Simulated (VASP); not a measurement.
MgI2, 3 atoms in the cell. Symmetry: Fm-3m, No. 225, cubic system. The conventional cell has a = 7.452 Å, b = 7.452 Å, c = 7.452 Å, α = 90.00°, β = 90.00°, γ = 90.00°. Mg (site symmetry m-3m) has 8 I at 3.23 Å within 4.2 Å. Within 4.2 Å of I (site symmetry -43m) lie 4 Mg at 3.23 Å and 6 I at 3.73 Å.  This cell differs from its parent crystal: volume changed by -3%.

```yaml
Program: VASP 6.6.1
Task: single point
Functional: PBE
Potentials_or_basis: VASP PAW PBE potentials, release 64 (Mg, I)
Cutoff: 520 eV
k_mesh: 6 × 6 × 6
Occupations: gaussian, width 0.01 eV
Spin: no spin polarisation
Dipole_correction: no
Further_INCAR_settings: ALGO = Normal; EDIFF = 1e-06; NBANDS = 15
```

Potentials or basis: VASP PAW PBE potentials, release 64 (Mg, I).

The run is started by

```sh
$ cat potpaw_PBE.64/Mg/POTCAR potpaw_PBE.64/I/POTCAR > POTCAR
$ mpirun -np 1 vasp_std > vasp.out
```

Hardware: 1 thread of Intel(R) Xeon(R) 6975P-C (Granite Rapids), on a shared host.

Problem. How long does it take, and how much memory?

Solution. It took 15 s on 1 thread of Intel(R) Xeon(R) 6975P-C (Granite Rapids) (shared host), peak memory 0.24 GiB. Counts: scf iterations 12, k points 16.
